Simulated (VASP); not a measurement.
# La2CdNiO5 (Immm) in VASP: notebook

The runs below take La2CdNiO5 through single point, with PBE, PBE+U.

Program: VASP 6.6.1. These are calculated values, not measurements. Logs are shortened: lines on timing, memory, paths and dates and some standing lists are left out, and cuts for length are marked.

## 1. The cell of the first run

Symmetry: Immm, No. 71, orthorhombic system. Conventional cell: a = 3.757 Å, b = 5.820 Å, c = 11.429 Å, α = 90.00°, β = 90.00°, γ = 90.00°. Within 3.9 Å of Cd (site symmetry mmm) lie 10 O at 2.91 Å and 4 Ni at 3.46 Å and 8 La at 3.72 to 3.89 Å and 2 Cd at 3.76 Å. Within 3.0 Å of La (site symmetry mm2) lie 7 O at 2.30 to 2.45 Å and 2 Ni at 2.98 Å. Within 2.5 Å of Ni (site symmetry mmm) lie 6 O at 1.88 to 2.17 Å. Within 3.1 Å of O (site symmetry m) lie 1 Ni at 2.17 Å and 3 La at 2.30 to 2.45 Å and 6 O at 2.84 to 3.07 Å and 2 Cd at 2.91 Å. Within 2.5 Å of O (site symmetry mmm) lie 2 Ni at 1.88 Å and 2 La at 2.31 Å.

## 2. Single point, PBE

Input file INCAR:

```
PREC = Accurate ; ENCUT = 520
EDIFF = 1E-6 ; ISMEAR = -1
SIGMA = 0.064 ; LREAL = False
LASPH = True ; NELM = 80
ALGO = Normal ; ISIF = 2
LWAVE = False ; LCHARG = False
GGA = PE ; NBANDS = 47
```

Input file KPOINTS:

```
Automatic mesh
0
Gamma
  5 5 5
```

Input file POSCAR:

```
La2CdNiO5
1.0
    0.0000000000      5.8202150000      0.0000000000
    3.7568450000      0.0000000000      0.0000000000
    1.8784220000      2.9101070000     -5.7147410000
Cd La Ni O
1 2 1 5
Direct
    0.0000000000      0.0000000000      0.0000000000
    0.7023000000      0.2023000000      0.5954000000
    0.2977000000      0.7977000000      0.4046000000
    0.5000000000      0.5000000000      0.0000000000
    0.1120000000      0.3560000000      0.2880000000
    0.6000000000      0.3560000000      0.2880000000
    0.8880000000      0.6440000000      0.7120000000
    0.4000000000      0.6440000000      0.7120000000
    0.5000000000      0.0000000000      0.0000000000
```

Potentials or basis: VASP PAW PBE potentials, release 64 (Cd, La, Ni, O).

Started as:

```sh
cat potpaw_PBE.64/Cd/POTCAR potpaw_PBE.64/La/POTCAR potpaw_PBE.64/Ni/POTCAR potpaw_PBE.64/O/POTCAR > POTCAR
mpirun -np 1 vasp_std > vasp.out
```

OUTCAR:

```text
PREC = Accurate
   ENCUT = 520
   EDIFF = 1E-6
   ISMEAR = -1
   LREAL = False
   LASPH = True
   NELM = 80
   ISIF = 2
   GGA = PE

 ion  position               nearest neighbor table
   1  0.000  0.000  0.000-   2 3.72   3 3.72   2 3.72   3 3.72
   2  0.702  0.202  0.595-   6 2.30   5 2.30   9 2.31   7 2.45   8 2.45   7 2.45   8 2.45   4 2.98
                             4 2.98   3 3.63   3 3.63   3 3.63   3 3.63   1 3.72   1 3.72
   3  0.298  0.798  0.405-   8 2.30   7 2.30   9 2.31   5 2.45   6 2.45   5 2.45   6 2.45   4 2.98
                             4 2.98   2 3.63   2 3.63   2 3.63   2 3.63   1 3.72   1 3.72
   4  0.500  0.500  0.000-   9 1.88   9 1.88   6 2.17   8 2.17   7 2.17   5 2.17   2 2.98   3 2.98
                             3 2.98   2 2.98
   5  0.112  0.356  0.288-   4 2.17   2 2.30   3 2.45   3 2.45
   6  0.600  0.356  0.288-   4 2.17   2 2.30   3 2.45   3 2.45
   7  0.888  0.644  0.712-   4 2.17   3 2.30   2 2.45   2 2.45
   8  0.400  0.644  0.712-   4 2.17   3 2.30   2 2.45   2 2.45
   9  0.500  0.000  0.000-   4 1.88   4 1.88   2 2.31   3 2.31

  LATTYP: Found a body centered orthorhombic cell.
 ALAT       =     3.7568450000
 B/A-ratio  =     1.5492294731
 C/A-ratio  =     3.0423086393

  Lattice vectors:

 A1 = (  -1.8784220000,   2.9101080000,   5.7147410000)
 A2 = (   1.8784230000,  -2.9101070000,   5.7147410000)
 A3 = (   1.8784220000,   2.9101070000,  -5.7147410000)

Analysis of symmetry for initial positions (statically):
=====================================================================
 Subroutine PRICEL returns:
 Original cell was already a primitive cell.

 Routine SETGRP: Setting up the symmetry group for a
 body centered orthorhombic supercell.

 Subroutine GETGRP returns: Found  8 space group operations
 (whereof  8 operations were pure point group operations)
 out of a pool of  8 trial point group operations.

The static configuration has the point symmetry D_2h.

Analysis of symmetry for dynamics (positions and initial velocities):
=====================================================================
 Subroutine PRICEL returns:
 Original cell was already a primitive cell.

 Routine SETGRP: Setting up the symmetry group for a
 body centered orthorhombic supercell.

 Subroutine GETGRP returns: Found  8 space group operations
 (whereof  8 operations were pure point group operations)
 out of a pool of  8 trial point group operations.

The dynamic configuration has the point symmetry D_2h.

 Subroutine INISYM returns: Found  8 space group operations
 (whereof  8 operations are pure point group operations),
 and found     1 'primitive' translations

----------------------------------------------------------------------------------------

                                     Primitive cell

  volume of cell :     124.9565

  direct lattice vectors                    reciprocal lattice vectors
     0.000000000  5.820215000  0.000000000     0.000000000  0.171814959  0.087493014
     3.756845000  0.000000000  0.000000000     0.266180798  0.000000000  0.087493006
     1.878422000  2.910107000 -5.714741000     0.000000000  0.000000000 -0.174986058

  length of vectors
     5.820215000  3.756845000  6.682473843     0.192809252  0.280191440  0.174986058

  position of ions in fractional coordinates (direct lattice)
     0.000000000  0.000000000  0.000000000
     0.702300000  0.202300000  0.595400000
     0.297700000  0.797700000  0.404600000
     0.500000000  0.500000000  0.000000000
     0.112000000  0.356000000  0.288000000
     0.600000000  0.356000000  0.288000000
     0.888000000  0.644000000  0.712000000
     0.400000000  0.644000000  0.712000000
     0.500000000  0.000000000  0.000000000

  ion indices of the primitive-cell ions
   primitive index   ion index
                 1           1
                 2           2
                 3           3
                 4           4
                 5           5
                 6           6
                 7           7
                 8           8
                 9           9

----------------------------------------------------------------------------------------

 KPOINTS: Automatic mesh

Automatic generation of k-mesh.
 Grid dimensions read from file:
 generate k-points for:    5    5    5

 Generating k-lattice:

  Cartesian coordinates                     Fractional coordinates (reciprocal lattice)
     0.000000000  0.034362992  0.017498603     0.200000000  0.000000000  0.000000000
     0.053236160  0.000000000  0.017498601     0.000000000  0.200000000  0.000000000
     0.000000000  0.000000000 -0.034997212     0.000000000  0.000000000  0.200000000

  Length of vectors
     0.038561850  0.056038288  0.034997212

  Shift w.r.t. Gamma in fractional coordinates (k-lattice)
     0.000000000  0.000000000  0.000000000

 Subroutine IBZKPT returns following result:
 ===========================================

 Found     27 irreducible k-points:

 Following reciprocal coordinates:
            Coordinates               Weight
  0.000000  0.000000  0.000000      1.000000
  0.200000  0.000000 -0.000000      4.000000
  0.400000  0.000000 -0.000000      4.000000
  0.000000  0.200000 -0.000000      4.000000
  0.200000  0.200000 -0.000000      8.000000
  0.400000  0.200000  0.000000      8.000000
[... 16 lines left out ...]
 -0.400000 -0.200000  0.200000      4.000000
 -0.200000 -0.200000  0.200000      8.000000
 [... further k-points ...]
   k-points           NKPTS =     27   k-points in BZ     NKDIM =     27   number of bands    NBANDS=     47
   number of dos      NEDOS =    301   number of ions     NIONS =      9
   total plane-waves  NPLWV =  67200
   dimension x,y,z NGX =    48 NGY =   28 NGZ =   50
   dimension x,y,z NGXF=    96 NGYF=   56 NGZF=  100
   ions per type =               1   2   1   5
   NGX,Y,Z   is equivalent  to a cutoff of  13.71, 12.39, 12.44 a.u.
   NGXF,Y,Z  is equivalent  to a cutoff of  27.42, 24.78, 24.88 a.u.
 SYSTEM =  unknown system
   PREC   = accura    normal or accurate (medium, high low for compatibility)
   ISTART =      0    job   : 0-new  1-cont  2-samecut
   ICHARG =      2    charge: 1-file 2-atom 10-const
   ISPIN  =      1    spin polarized calculation?
   LNONCOLLINEAR =      F non collinear calculations
   LSORBIT =      F    spin-orbit coupling
   LASPH  =      T    aspherical Exc in radial PAW
   ENCUT  =  520.0 eV  38.22 Ry    6.18 a.u.  10.82  6.99 12.42*2*pi/ulx,y,z
   NELM   =     80;   NELMIN=  2; NELMDL= -5     # of ELM steps
   EDIFF  = 0.1E-05   stopping-criterion for ELM
   LREAL  =      F    real-space projection
[... 7 lines left out ...]
   TEBEG  =    0.0;   TEEND  =   0.0 temperature during run
   PSTRESS=    0.0 pullay stress
   NELECT =      74.0000    total number of electrons
   NUPDOWN=      -1.0000    fix difference up-down
   EMIN   =  10.00;   EMAX   =-10.00  energy-range for DOS
   EFERMI =   0.00;   METHOD = LEGACY
   ISMEAR =    -1;   SIGMA  =   0.06  broadening in eV -4-tet -1-fermi 0-gaus
   EFERMI_NEDOS =   21; number of points for ismear=-14 and -15
   IALGO  =     38    algorithm
   IMIX   =      4    mixing-type and parameters
     AMIX     =   0.40;   BMIX     =  1.00
     AMIX_MAG =   1.60;   BMIX_MAG =  1.00
  volume/ion in A,a.u.               =      13.88        93.69
  Fermi-wavevector in a.u.,A,eV,Ry     =   1.374778  2.597953 25.715195  1.890013
  Thomas-Fermi vector in A             =   2.500173
   LORBIT       =      0    0 simple, 1 ext, 2 COOP (PROOUT), +10 PAW based schemes
   GGA     = PE    functional components
   LHFCALC =     F    Hartree Fock is set to
   AEXX    =    0.0000 exact exchange contribution
   IVDW    =     0    specifies the selected vdW correction
   LEPSILON=     F    determine dielectric tensor
   LRPA    =     F    only Hartree local field effects (RPA)
 non-spin polarized calculation
  energy-cutoff  :      520.00
  volume of cell :      124.96
 maximum number of plane-waves:      3381
 NGX is ok and might be reduce to    48
   NGX = 21   NGY = 13   NGZ = 25

 number of electron      74.0000017 magnetization

 Free energy of the ion-electron system (eV)
  ---------------------------------------------------
  ext. energy  EPLUGINS =         0.00000000
  ---------------------------------------------------
  free energy    TOTEN  =       -58.34805510 eV

  energy without entropy =      -58.24909398  energy(sigma->0) =      -58.29857454

 E-fermi :   6.7832     XC(G=0): -11.0970

 val. band max:        6.7768313039   @ k =   0.4000   0.0000   0.2000
 cond. band min:       6.7839254533   @ k =   0.0000   0.0000   0.4000
 fundamental gap:      0.0070941494
 Fermi energy:         6.7831760769

 k-point     1 :       0.0000    0.0000    0.0000
  band No.  band energies     occupation
      1     -24.1853      2.00000
      2     -23.8439      2.00000
      3     -12.7177      2.00000
      4     -12.3685      2.00000
      5     -11.9704      2.00000
      6     -10.9811      2.00000
[... 39 lines left out ...]
     46      11.2786      0.00000
     47      11.2989      0.00000

 k-point     2 :       0.2000    0.0000   -0.0000
  band No.  band energies     occupation
      1     -24.1544      2.00000
      2     -23.8780      2.00000
      3     -12.7908      2.00000
      4     -12.2725      2.00000
      5     -11.8088      2.00000
      6     -11.1854      2.00000
[... 39 lines left out ...]
     46      11.2593      0.00000
     47      11.3657      0.00000

 k-point     3 :       0.4000    0.0000   -0.0000
  band No.  band energies     occupation
      1     -24.0723      2.00000
      2     -23.9652      2.00000
      3     -12.8831      2.00000
      4     -12.0030      2.00000
      5     -11.6448      2.00000
      6     -11.3926      2.00000
[... 1039 lines left out ...]
     46      11.2271      0.00000
     47      11.2415      0.00000

 k-point    24 :      -0.2000   -0.2000    0.2000
  band No.  band energies     occupation
      1     -24.0769      2.00000
      2     -23.8799      2.00000
      3     -12.9475      2.00000
      4     -12.1156      2.00000
      5     -11.5706      2.00000
      6     -11.4001      2.00000
[... 39 lines left out ...]
     46      11.2122      0.00000
     47      11.2700      0.00000

 [... further k-points ...]

------------------------ aborting loop because EDIFF is reached ----------------------------------------

  FORCE on cell =-STRESS in cart. coord.  units (eV):
  Direction    XX          YY          ZZ          XY          YZ          ZX
  --------------------------------------------------------------------------------------
  -------------------------------------------------------------------------------------
  Total        8.2604626      8.6472234      8.8988573      0.0000000      0.0000008      0.0000008
  in kB      105.9146641    110.8736657    114.1000847      0.0000000      0.0000100      0.0000100
  external PRESSURE =     110.2961382 kB  Pullay stress =       0.0000000 kB

 VOLUME and BASIS-vectors are now :
 -----------------------------------------------------------------------------
  energy-cutoff  :      520.00
  volume of cell :      124.96
      direct lattice vectors                 reciprocal lattice vectors
     0.000000000  5.820215000  0.000000000     0.000000000  0.171814959  0.087493014
     3.756845000  0.000000000  0.000000000     0.266180798  0.000000000  0.087493006
     1.878422000  2.910107000 -5.714741000     0.000000000  0.000000000 -0.174986058

 POSITION                                       TOTAL-FORCE (eV/Angst)
 -----------------------------------------------------------------------------------
      0.00000      0.00000      0.00000         0.000000      0.000000      0.000000
      1.87842      5.82021     -3.40256         0.000000      0.000000      0.363359
      3.75684      2.91011     -2.31218        -0.000000     -0.000000     -0.363359
      1.87842      2.91011      0.00000         0.000000      0.000000      0.000000
      1.87842      1.48997     -1.64585         0.000000      0.254810      1.105682
      1.87842      4.33024     -1.64585         0.000000     -0.254810      1.105682
      3.75684      7.24035     -4.06890        -0.000000     -0.254810     -1.105682
      3.75684      4.40008     -4.06890        -0.000000      0.254810     -1.105682
      0.00000      2.91011      0.00000         0.000000      0.000000      0.000000
 -----------------------------------------------------------------------------------
    total drift:                                0.000000      0.000000     -0.000000

  FREE ENERGIE OF THE ION-ELECTRON SYSTEM (eV)
  ---------------------------------------------------
  free  energy   TOTEN  =       -58.3480550988 eV

  energy  without entropy=      -58.2490939840  energy(sigma->0) =      -58.29857454
```

Run time: 4.9 min. Hardware: 1 thread of Intel Xeon Platinum 8488C (Sapphire Rapids), shared host; peak memory 0.36 GiB.

Results:

```
Free energy            : -58.3481 eV
Pressure               : 11.0 GPa
Largest force          : 1.135 eV/Å
Band gap on the k mesh : zero (bands 37 and 38 overlap by 1.00 eV)
```

Forces in eV/Å, atoms in the order of the input:
```
Cd   0.000  0.000  0.000
La   0.000  0.000  0.363
La   0.000  0.000 -0.363
Ni   0.000  0.000  0.000
O    0.000  0.255  1.106
O    0.000 -0.255  1.106
O    0.000 -0.255 -1.106
O    0.000  0.255 -1.106
O    0.000  0.000  0.000
```

Levels at points of the mesh, in eV from the Fermi level:
| k point | band 33 | band 34 | band 35 | band 36 | band 37 | band 38 | band 39 | band 40 | band 41 | band 42 |
| --- | --- | --- | --- | --- | --- | --- | --- | --- | --- | --- |
| (0.00, 0.00, 0.00) | -1.96 | -1.75 | -1.71 | -1.41 | -1.05 | -0.87 | -0.31 | 2.68 | 4.01 | 4.23 |

Caveat: the cell stands under pressure; spin-orbit coupling is left out, which moves the levels of the heavy elements; the run has no spin polarisation, though such a crystal can be magnetic; semilocal functionals often make such compounds metallic where correlation or magnetic order opens a gap, which also shifts bond lengths; forces of over 1 eV/Å act on the atoms, so gaps and moduli don't describe the material at rest. With open d or f shells a metallic result of PBE can be an artefact of self-interaction; +U or a hybrid may open a gap.

## 3. Single point, PBE

Input file INCAR:

```
SYSTEM = La2CdNiO5
ALGO = Normal
EDIFF = 1E-6
ENCUT = 520
GGA = PE
ISIF = 2
ISMEAR = -1
LASPH = .TRUE.
LCHARG = .FALSE.
LREAL = .FALSE.
LWAVE = .FALSE.
NBANDS = 47
NELM = 80
PREC = Accurate
SIGMA = 0.064
```

Input file KPOINTS:

```
k-points
0
G
  5 5 5
  0 0 0
```

POSCAR is that of step 2.

Potentials or basis: VASP PAW PBE potentials, release 64 (Cd, La, Ni, O).

Started as:

```sh
cat potpaw_PBE.64/Cd/POTCAR potpaw_PBE.64/La/POTCAR potpaw_PBE.64/Ni/POTCAR potpaw_PBE.64/O/POTCAR > POTCAR
mpirun -np 1 vasp_std > vasp.out
```

Wall time 5.8 min (1 thread of Intel Xeon Platinum 8488C (Sapphire Rapids), shared host); peak memory 0.36 GiB.

It converged, with:

| Quantity | Value |
| --- | --- |
| Free energy | -58.3481 eV |
| Pressure | 11.0 GPa |
| Largest force | 1.135 eV/Å |
| Band gap on the k mesh | zero (bands 37 and 38 overlap by 1.00 eV) |

Forces in eV/Å, atoms in the order of the input:
```
Cd   0.000  0.000  0.000
La   0.000  0.000  0.363
La   0.000  0.000 -0.363
Ni   0.000  0.000  0.000
O    0.000  0.255  1.106
O    0.000 -0.255  1.106
O    0.000 -0.255 -1.106
O    0.000  0.255 -1.106
O    0.000  0.000  0.000
```

Stress tensor (GPa, compression positive):
```
10.59  0.00  0.00
 0.00 11.09  0.00
 0.00  0.00 11.41
```

Levels at points of the mesh, in eV from the Fermi level:
```csv
k point,band 34,band 35,band 36,band 37,band 38,band 39,band 40,band 41
"(0.00, 0.00, 0.00)",-1.75,-1.71,-1.41,-1.05,-0.87,-0.31,2.68,4.01
```

Caveat: the cell stands under pressure; spin-orbit coupling is left out, which moves the levels of the heavy elements; the run has no spin polarisation, though such a crystal can be magnetic; semilocal functionals often make such compounds metallic where correlation or magnetic order opens a gap, which also shifts bond lengths; forces of over 1 eV/Å act on the atoms, so gaps and moduli don't describe the material at rest.

## 4. Single point, PBE+U

Input file INCAR:

```
SYSTEM = La2CdNiO5
PREC     = Accurate       ! precision mode
ENCUT    = 520            ! plane-wave cutoff, eV
EDIFF    = 1E-7           ! SCF threshold, eV
ISMEAR   = -1             ! smearing method
SIGMA    = 0.064          ! smearing width, eV
LREAL    = .FALSE.        ! projectors in reciprocal space
LASPH    = .TRUE.         ! aspherical terms in the spheres
NELM     = 150            ! most SCF steps
ALGO     = Normal         ! electronic algorithm
ISIF     = 2              ! what is computed and relaxed
LWAVE    = .FALSE.        ! write WAVECAR
LCHARG   = .FALSE.        ! write CHGCAR
LMAXMIX  = 6              ! l up to which the mixer works
LDAU     = .TRUE.         ! DFT+U
LDAUTYPE = 2            
LDAUL    = -1 3 -1 -1     ! shell
LDAUU    = 0 4 0 0        ! U, eV
LDAUJ    = 0 0 0 0      
LDAUPRINT= 1            
GGA      = PE             ! functional
NBANDS   = 47             ! bands
```

Input file KPOINTS:

```
regular mesh
0
G
  5 5 5
  0 0 0
```

POSCAR is that of step 3.

Started as:

```sh
cat potpaw_PBE.64/Cd/POTCAR potpaw_PBE.64/La/POTCAR potpaw_PBE.64/Ni/POTCAR potpaw_PBE.64/O/POTCAR > POTCAR
mpirun -np 1 vasp_std > vasp.out
```

Run time: 6.1 min. Hardware: 1 thread of Intel Xeon Platinum 8488C (Sapphire Rapids), shared host; peak memory 0.36 GiB.

The run converged. Its results:

```yaml
Free_energy: -57.2696 eV
Pressure: 14.0 GPa
Largest_force: 1.388 eV/Å
Band_gap_on_the_k_mesh: zero (bands 37 and 38 overlap by 1.01 eV)
```

Forces on the atoms (eV/Å):
```
Cd   0.000  0.000  0.000
La   0.000  0.000  0.441
La   0.000  0.000 -0.441
Ni   0.000  0.000  0.000
O    0.000  0.283  1.359
O    0.000 -0.283  1.359
O    0.000 -0.283 -1.359
O    0.000  0.283 -1.359
O    0.000  0.000  0.000
```

Stress tensor (GPa, compression positive):
```
12.93  0.00  0.00
 0.00 13.72  0.00
 0.00  0.00 15.36
```

Levels at points of the mesh, in eV from the Fermi level:
| k point | band 33 | band 34 | band 35 | band 36 | band 37 | band 38 | band 39 | band 40 | band 41 | band 42 |
| --- | --- | --- | --- | --- | --- | --- | --- | --- | --- | --- |
| (0.00, 0.00, 0.00) | -1.93 | -1.75 | -1.70 | -1.41 | -1.09 | -0.88 | -0.32 | 2.71 | 4.82 | 4.91 |

Eigenvalues of the final occupation matrices:
| site | spin | trace | eigenvalues |
| --- | --- | --- | --- |
| site 2 f | 1 | 0.12 | 0.01 0.01 0.01 0.01 0.02 0.02 0.03 |
| site 2 f | 2 | 0.12 | 0.01 0.01 0.01 0.01 0.02 0.02 0.03 |
| site 3 f | 1 | 0.12 | 0.01 0.01 0.01 0.01 0.02 0.02 0.03 |
| site 3 f | 2 | 0.12 | 0.01 0.01 0.01 0.01 0.02 0.02 0.03 |

Caveat: the cell stands under pressure; spin-orbit coupling is left out, which moves the levels of the heavy elements; the run has no spin polarisation, though such a crystal can be magnetic; U without spin polarisation on a metal has little footing; forces of over 1 eV/Å act on the atoms, so gaps and moduli don't describe the material at rest. Spin polarisation is off, so any magnetic state and its effect on volume and gap are missing.
